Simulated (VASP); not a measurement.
La3Si2F: single point with PBE

Crystal: La3Si2F.

```
La Si F
1.0
     5.38646    0.00000    0.00000
     0.00000    5.38646    0.00000
     0.00000    0.00000    4.85512
La Si F
3 2 1
Cartesian
  0.0000 2.6932 2.4276
  2.6932 0.0000 2.4276
  2.6932 2.6932 2.4276
  0.0000 0.0000 1.1575
  0.0000 0.0000 3.6976
  2.6932 2.6932 0.0000
```

| Item | Value |
| --- | --- |
| Program | VASP 6.6.1 |
| Task | single point |
| Functional | PBE |
| Potentials or basis | VASP PAW PBE potentials, release 64 (La, Si, F) |
| Cutoff | 520 eV |
| k mesh | 4 × 4 × 4 |
| Occupations | gaussian, width 0.1 eV |
| Spin | no spin polarisation |
| Dipole correction | no |
| Further INCAR settings | ALGO = Normal; EDIFF = 1e-06; NBANDS = 33 |

| Quantity | Value |
| --- | --- |
| Pressure | 15.2 GPa |
| Largest force | 0.511 eV/Å |
| Band gap on the k mesh | zero (band 24 reaches 8.41 eV, above the bottom of band 25 at 7.03 eV) |

Forces on the atoms (eV/Å):
```
La   0.000  0.000  0.000
La   0.000  0.000  0.000
La   0.000  0.000  0.000
Si   0.000  0.000 -0.511
Si   0.000  0.000  0.511
F    0.000  0.000  0.000
```

Stress tensor (GPa, compression positive):
```
21.93  0.00  0.00
 0.00 21.93  0.00
 0.00  0.00  1.80
```

Levels at points of the mesh, in eV from the Fermi level:
```tsv
k point	band 21	band 22	band 23	band 24	band 25	band 26	band 27	band 28
(0.00, 0.00, 0.00)	-1.54	-1.54	-0.97	-0.97	-0.83	0.67	0.95	1.05
(0.50, 0.00, 0.00)	-2.15	-0.83	-0.45	-0.15	-0.08	0.04	0.53	0.70
(0.50, 0.50, 0.00)	-3.19	0.34	0.48	0.48	0.81	0.81	0.96	1.34
(0.00, 0.00, 0.50)	-2.21	-0.79	0.56	0.56	0.61	0.61	0.92	1.69
(0.50, 0.00, 0.50)	-1.69	-1.20	-0.38	-0.09	0.01	0.71	1.25	1.42
(0.50, 0.50, 0.50)	-0.78	-0.78	0.25	0.34	0.44	1.18	1.44	1.44
```

It took 62 s on 1 thread of Intel Xeon 6975P-C, with other jobs on the host, peak memory 0.28 GiB.

Caveat: spin-orbit coupling is left out, which moves the levels of the heavy elements.
